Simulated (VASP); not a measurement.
# ZnO (zincite) (P6_3mc) in VASP: further runs

Runs on ZnO (zincite). Level: PBE. Tasks: relaxation of shape and atoms at fixed volume.

Program: VASP 6.6.1. These are calculated values, not measurements. Logs are shortened: lines on timing, memory, paths and dates and some standing lists are left out, and cuts for length are marked.

### 1 The cell of the first run

Symmetry: P6_3mc, No. 186, hexagonal system. The conventional cell has a = 3.213 Å, b = 3.213 Å, c = 5.185 Å, α = 90.00°, β = 90.00°, γ = 120.00°. Within 2.6 Å of Zn (site symmetry 3m) lie 4 O at 1.96 to 1.97 Å. O (site symmetry 3m) has 4 Zn at 1.96 to 1.97 Å within 2.6 Å.

### 2 Relaxation of shape and atoms at fixed volume, PBE (volume scaled by 0.94)

File INCAR:

```
PREC     = Accurate       # precision mode
ENCUT    = 600            # plane-wave cutoff, eV
EDIFF    = 1E-7           # SCF threshold, eV
ISMEAR   = 0              # smearing method
SIGMA    = 0.02           # smearing width, eV
LREAL    = F              # projectors in reciprocal space
LASPH    = T              # aspherical terms in the spheres
NELM     = 100            # most SCF steps
ALGO     = Normal         # electronic algorithm
ISIF     = 4              # what is computed and relaxed
LWAVE    = F              # write WAVECAR
LCHARG   = F              # write CHGCAR
GGA      = PE             # functional
IBRION   = 2              # ionic algorithm
NSW      = 50             # ionic steps
EDIFFG   = -0.01          # ionic threshold
```

File KPOINTS:

```
regular mesh
0
Gamma
  9 9 6
```

File POSCAR:

```
ZnO
1.0
    3.2125389491      0.0000000000      0.0000000000
   -1.6062694745      2.7821403406      0.0000000000
    0.0000000000      0.0000000000      5.1852176653
Zn O
2 2
Direct
    0.3333333333      0.6666666667      0.4999685893
    0.6666666667      0.3333333333     -0.0000314107
    0.6666666667      0.3333333333      0.3790414107
    0.3333333333      0.6666666667      0.8790414107
```

Potentials or basis: VASP PAW PBE potentials, release 64 (Zn, O).

Launch:

```console
> cat potpaw_PBE.64/Zn/POTCAR potpaw_PBE.64/O/POTCAR > POTCAR
> mpirun -np 1 vasp_std > vasp.out
```

OUTCAR:

```text
PREC = Accurate
   ENCUT = 600
   EDIFF = 1E-7
   ISMEAR = 0
   LREAL = F
   LASPH = T
   NELM = 100
   ISIF = 4
   GGA = PE
   IBRION = 2
   NSW = 50
   EDIFFG = -0.01

 ion  position               nearest neighbor table
   1  0.333  0.667  0.500-   3 1.96   3 1.96   3 1.96   4 1.97
   2  0.667  0.333  1.000-   4 1.96   4 1.96   4 1.96   3 1.97
   3  0.667  0.333  0.379-   1 1.96   1 1.96   1 1.96   2 1.97
   4  0.333  0.667  0.879-   2 1.96   2 1.96   2 1.96   1 1.97

  LATTYP: Found a hexagonal cell.
 ALAT       =     3.2125389491
 C/A-ratio  =     1.6140559686

  Lattice vectors:

 A1 = (   3.2125389491,   0.0000000000,   0.0000000000)
 A2 = (  -1.6062694745,   2.7821403406,   0.0000000000)
 A3 = (   0.0000000000,   0.0000000000,   5.1852176653)

Analysis of symmetry for initial positions (statically):
=====================================================================
 Subroutine PRICEL returns:
 Original cell was already a primitive cell.

 Routine SETGRP: Setting up the symmetry group for a
 hexagonal supercell.

 Subroutine GETGRP returns: Found 12 space group operations
 (whereof  6 operations were pure point group operations)
 out of a pool of 24 trial point group operations.

The static configuration has the point symmetry C_3v.
 The point group associated with its full space group is C_6v.

Analysis of symmetry for dynamics (positions and initial velocities):
=====================================================================
 Subroutine PRICEL returns:
 Original cell was already a primitive cell.

 Routine SETGRP: Setting up the symmetry group for a
 hexagonal supercell.

 Subroutine GETGRP returns: Found 12 space group operations
 (whereof  6 operations were pure point group operations)
 out of a pool of 24 trial point group operations.

The dynamic configuration has the point symmetry C_3v.
 The point group associated with its full space group is C_6v.

 Subroutine INISYM returns: Found 12 space group operations
 (whereof  6 operations are pure point group operations),
 and found     1 'primitive' translations

----------------------------------------------------------------------------------------

                                     Primitive cell

  volume of cell :      46.3441

  direct lattice vectors                    reciprocal lattice vectors
     3.212538949  0.000000000  0.000000000     0.311280273  0.179717749  0.000000000
    -1.606269474  2.782140341  0.000000000     0.000000000  0.359435498  0.000000000
     0.000000000  0.000000000  5.185217665     0.000000000  0.000000000  0.192855935

  length of vectors
     3.212538949  3.212538949  5.185217665     0.359435498  0.359435498  0.192855935

  position of ions in fractional coordinates (direct lattice)
     0.333333333  0.666666667  0.499968589
     0.666666667  0.333333333  0.999968589
     0.666666667  0.333333333  0.379041411
     0.333333333  0.666666667  0.879041411

  ion indices of the primitive-cell ions
   primitive index   ion index
                 1           1
                 2           2
                 3           3
                 4           4

----------------------------------------------------------------------------------------

 KPOINTS: regular mesh

Automatic generation of k-mesh.
 Grid dimensions read from file:
 generate k-points for:    9    9    6

 Generating k-lattice:

  Cartesian coordinates                     Fractional coordinates (reciprocal lattice)
     0.034586697  0.019968639  0.000000000     0.111111111 -0.000000000  0.000000000
     0.000000000  0.039937278  0.000000000     0.000000000  0.111111111  0.000000000
     0.000000000  0.000000000  0.032142656     0.000000000  0.000000000  0.166666667

  Length of vectors
     0.039937278  0.039937278  0.032142656

  Shift w.r.t. Gamma in fractional coordinates (k-lattice)
     0.000000000  0.000000000  0.000000000

 Subroutine IBZKPT returns following result:
 ===========================================

 Found     48 irreducible k-points:

 Following reciprocal coordinates:
            Coordinates               Weight
  0.000000  0.000000  0.000000      1.000000
  0.111111  0.000000  0.000000      6.000000
  0.222222  0.000000  0.000000      6.000000
  0.333333  0.000000  0.000000      6.000000
  0.444444  0.000000  0.000000      6.000000
  0.111111  0.111111  0.000000      6.000000
[... 16 lines left out ...]
  0.333333  0.222222  0.166667     24.000000
  0.333333  0.333333  0.166667      4.000000
 [... further k-points ...]
   k-points           NKPTS =     48   k-points in BZ     NKDIM =     48   number of bands    NBANDS=     22
   number of dos      NEDOS =    301   number of ions     NIONS =      4
   total plane-waves  NPLWV =  32928
   dimension x,y,z NGX =    28 NGY =   28 NGZ =   42
   dimension x,y,z NGXF=    56 NGYF=   56 NGZF=   84
   ions per type =               2   2
   NGX,Y,Z   is equivalent  to a cutoff of  14.49, 14.49, 13.47 a.u.
   NGXF,Y,Z  is equivalent  to a cutoff of  28.98, 28.98, 26.93 a.u.
 SYSTEM =  unknown system
   PREC   = accura    normal or accurate (medium, high low for compatibility)
   ISTART =      0    job   : 0-new  1-cont  2-samecut
   ICHARG =      2    charge: 1-file 2-atom 10-const
   ISPIN  =      1    spin polarized calculation?
   LNONCOLLINEAR =      F non collinear calculations
   LSORBIT =      F    spin-orbit coupling
   LASPH  =      T    aspherical Exc in radial PAW
   ENCUT  =  600.0 eV  44.10 Ry    6.64 a.u.   6.42  6.42 10.36*2*pi/ulx,y,z
   NELM   =    100;   NELMIN=  2; NELMDL= -5     # of ELM steps
   EDIFF  = 0.1E-06   stopping-criterion for ELM
   LREAL  =      F    real-space projection
   EDIFFG = -.1E-01   stopping-criterion for IOM
   NSW    =     50    number of steps for IOM
   IBRION =      2    ionic relax: 0-MD 1-quasi-New 2-CG
   NFREE  =      1    steps in history (QN), initial steepest desc. (CG)
   ISIF   =      4    stress and relaxation
   ISYM   =      2    0-nonsym 1-usesym 2-fastsym
   POTIM  = 0.5000    time-step for ionic-motion
   TEBEG  =    0.0;   TEEND  =   0.0 temperature during run
   PSTRESS=    0.0 pullay stress
   NELECT =      36.0000    total number of electrons
   NUPDOWN=      -1.0000    fix difference up-down
   EMIN   =  10.00;   EMAX   =-10.00  energy-range for DOS
   EFERMI =   0.00;   METHOD = LEGACY
   ISMEAR =     0;   SIGMA  =   0.02  broadening in eV -4-tet -1-fermi 0-gaus
   EFERMI_NEDOS =   21; number of points for ismear=-14 and -15
   IALGO  =     38    algorithm
   IMIX   =      4    mixing-type and parameters
     AMIX     =   0.40;   BMIX     =  1.00
     AMIX_MAG =   1.60;   BMIX_MAG =  1.00
  volume/ion in A,a.u.               =      11.59        78.19
  Fermi-wavevector in a.u.,A,eV,Ry     =   1.504911  2.843870 30.813897  2.264758
  Thomas-Fermi vector in A             =   2.615829
   LORBIT       =      0    0 simple, 1 ext, 2 COOP (PROOUT), +10 PAW based schemes
   GGA     = PE    functional components
   LHFCALC =     F    Hartree Fock is set to
   AEXX    =    0.0000 exact exchange contribution
   IVDW    =     0    specifies the selected vdW correction
   LEPSILON=     F    determine dielectric tensor
   LRPA    =     F    only Hartree local field effects (RPA)
 conjugate gradient relaxation of ions
 non-spin polarized calculation
 Gauss-broadening in eV      SIGMA  =   0.02
  energy-cutoff  :      600.00
  volume of cell :       46.34
 maximum number of plane-waves:      1564
 NGX is ok and might be reduce to    28
   NGX = 13   NGY = 13   NGZ = 21

 number of electron      36.0000001 magnetization

 Free energy of the ion-electron system (eV)
  ---------------------------------------------------
  ext. energy  EPLUGINS =         0.00000000
  ---------------------------------------------------
  free energy    TOTEN  =       -17.76312485 eV

  energy without entropy =      -17.76312485  energy(sigma->0) =      -17.76312485

 E-fermi :   1.5962     XC(G=0): -11.0551

 val. band max:        1.4544682624   @ k =   0.0000   0.0000   0.0000
 cond. band min:       2.2735112252   @ k =   0.0000   0.0000   0.0000
 fundamental gap:      0.8190429628
 Fermi energy:         1.5962455954

 k-point     1 :       0.0000    0.0000    0.0000
  band No.  band energies     occupation
      1     -16.8630      2.00000
      2     -16.1021      2.00000
      3      -4.4084      2.00000
      4      -4.3811      2.00000
      5      -4.3811      2.00000
      6      -4.3340      2.00000
[... 14 lines left out ...]
     21       9.7312      0.00000
     22      14.5017      0.00000

 k-point     2 :       0.1111    0.0000    0.0000
  band No.  band energies     occupation
      1     -16.7917      2.00000
      2     -16.0703      2.00000
      3      -4.4695      2.00000
      4      -4.3404      2.00000
      5      -4.3040      2.00000
      6      -4.2912      2.00000
[... 14 lines left out ...]
     21       9.7210      0.00000
     22      13.2944      0.00000

 k-point     3 :       0.2222    0.0000    0.0000
  band No.  band energies     occupation
      1     -16.6013      2.00000
      2     -15.9940      2.00000
      3      -4.6346      2.00000
      4      -4.2912      2.00000
      5      -4.2450      2.00000
      6      -4.1484      2.00000
[... 14 lines left out ...]
     21       9.6714      0.00000
     22      11.5709      0.00000

 k-point     4 :       0.3333    0.0000    0.0000
  band No.  band energies     occupation
      1     -16.3591      2.00000
      2     -15.9226      2.00000
      3      -4.7291      2.00000
      4      -4.3548      2.00000
      5      -4.1580      2.00000
      6      -3.9655      2.00000
[... 14 lines left out ...]
     21       9.4611      0.00000
     22      10.3884      0.00000

 k-point     5 :       0.4444    0.0000    0.0000
  band No.  band energies     occupation
      1     -16.1685      2.00000
      2     -15.9022      2.00000
      3      -4.6770      2.00000
      4      -4.4452      2.00000
      5      -4.1175      2.00000
      6      -3.7827      2.00000
[... 14 lines left out ...]
     21       9.0755      0.00000
     22      10.1588      0.00000

 k-point     6 :       0.1111    0.1111    0.0000
  band No.  band energies     occupation
      1     -16.6607      2.00000
      2     -16.0162      2.00000
      3      -4.5545      2.00000
      4      -4.3592      2.00000
      5      -4.2308      2.00000
      6      -4.1977      2.00000
[... 14 lines left out ...]
     21       9.7077      0.00000
     22      12.1024      0.00000

 k-point     7 :       0.2222    0.1111    0.0000
  band No.  band energies     occupation
      1     -16.4432      2.00000
      2     -15.9428      2.00000
      3      -4.6465      2.00000
      4      -4.3538      2.00000
      5      -4.1882      2.00000
      6      -4.0602      2.00000
[... 324 lines left out ...]
      6      -3.9176      2.00000
[... 14 lines left out ...]
     21       9.7708      0.00000
     22      10.2534      0.00000

 k-point    21 :       0.4444    0.1111    0.1667
  band No.  band energies     occupation
      1     -16.0949      2.00000
      2     -15.9162      2.00000
      3      -4.6346      2.00000
      4      -4.4618      2.00000
      5      -4.1181      2.00000
      6      -3.8236      2.00000
[... 14 lines left out ...]
     21       9.3216      0.00000
     22      10.2253      0.00000

 k-point    22 :       0.2222    0.2222    0.1667
  band No.  band energies     occupation
      1     -16.2175      2.00000
      2     -15.9227      2.00000
      3      -4.5560      2.00000
      4      -4.4657      2.00000
      5      -4.0788      2.00000
      6      -4.0342      2.00000
[... 14 lines left out ...]
     21      10.2730      0.00000
     22      10.3281      0.00000

 k-point    23 :       0.3333    0.2222    0.1667
  band No.  band energies     occupation
      1     -16.0614      2.00000
      2     -15.9163      2.00000
      3      -4.4879      2.00000
      4      -4.2897      2.00000
      5      -4.1082      2.00000
      6      -3.9145      2.00000
[... 14 lines left out ...]
     21       9.6456      0.00000
     22      10.2043      0.00000

 k-point    24 :       0.3333    0.3333    0.1667
  band No.  band energies     occupation
      1     -15.9612      2.00000
      2     -15.9612      2.00000
      3      -4.4124      2.00000
      4      -4.1372      2.00000
      5      -4.1372      2.00000
      6      -3.8037      2.00000
[... 14 lines left out ...]
     21       9.3476      0.00000
     22       9.6531      0.00000

 [... further k-points ...]
[... 5 lines left out ...]
  --------------------------------------------------------------------------------------
  -------------------------------------------------------------------------------------
  Total        2.9527928      2.9527928      2.9277013      0.0000000     -0.0000000      0.0000000
  in kB      102.0819890    102.0819890    101.2145447      0.0000000     -0.0000000      0.0000000
  external PRESSURE =     101.7928409 kB  Pullay stress =       0.0000000 kB

 VOLUME and BASIS-vectors are now :
 -----------------------------------------------------------------------------
  energy-cutoff  :      600.00
  volume of cell :       46.34
      direct lattice vectors                 reciprocal lattice vectors
     3.212538949  0.000000000  0.000000000     0.311280273  0.179717749  0.000000000
    -1.606269474  2.782140341  0.000000000     0.000000000  0.359435498  0.000000000
     0.000000000  0.000000000  5.185217665     0.000000000  0.000000000  0.192855935

 POSITION                                       TOTAL-FORCE (eV/Angst)
 -----------------------------------------------------------------------------------
     -0.00000      1.85476      2.59245         0.000000     -0.000000      0.003762
      1.60627      0.92738      5.18505        -0.000000      0.000000      0.003762
      1.60627      0.92738      1.96541        -0.000000     -0.000000     -0.003762
     -0.00000      1.85476      4.55802        -0.000000      0.000000     -0.003762
 -----------------------------------------------------------------------------------
    total drift:                               -0.000000     -0.000000     -0.001537

  FREE ENERGIE OF THE ION-ELECTRON SYSTEM (eV)
  ---------------------------------------------------
  free  energy   TOTEN  =       -17.7631248529 eV

  energy  without entropy=      -17.7631248529  energy(sigma->0) =      -17.76312485

 reached required accuracy - stopping structural energy minimisation
```

It took 49 s on 1 thread of Intel Xeon Platinum 8488C (Sapphire Rapids), shared host; peak memory 0.2 GiB.

What came out:

| Item | Value |
| --- | --- |
| Free energy | -17.7631 eV |
| Pressure after relaxing | 10.2 GPa |
| Largest force after relaxing | 0.004 eV/Å |
| Band gap on the k mesh | 0.82 eV, direct |

Forces in eV/Å, atoms in the order of the input:
```
Zn   0.000  0.000  0.004
Zn   0.000  0.000  0.004
O    0.000  0.000 -0.004
O    0.000  0.000 -0.004
```

Final structure:
```cif
data_structure
_symmetry_space_group_name_H-M 'P 1'
_symmetry_Int_Tables_number 1
_cell_length_a 3.2125
_cell_length_b 3.2125
_cell_length_c 5.1852
_cell_angle_alpha 90.000
_cell_angle_beta 90.000
_cell_angle_gamma 120.000
_cell_volume 46.34
loop_
_atom_site_label
_atom_site_type_symbol
_atom_site_fract_x
_atom_site_fract_y
_atom_site_fract_z
_atom_site_occupancy
Zn1 Zn 0.33333 0.66667 0.49997 1
Zn2 Zn 0.66667 0.33333 0.99997 1
O1 O 0.66667 0.33333 0.37904 1
O2 O 0.33333 0.66667 0.87904 1
```

Levels at points of the mesh, in eV from the valence-band top:
```
           k point  band 16  band 17  band 18  band 19  band 20  band 21
(0.00, 0.00, 0.00)    -0.10     0.00     0.00     0.82     5.33     8.28
(0.00, 0.00, 0.50)    -0.41    -0.41    -0.41     3.51     3.51    10.16
```

Caveat: the relaxation stopped at its first step, so nothing moved.

(Part 1 of 2 ends here.)
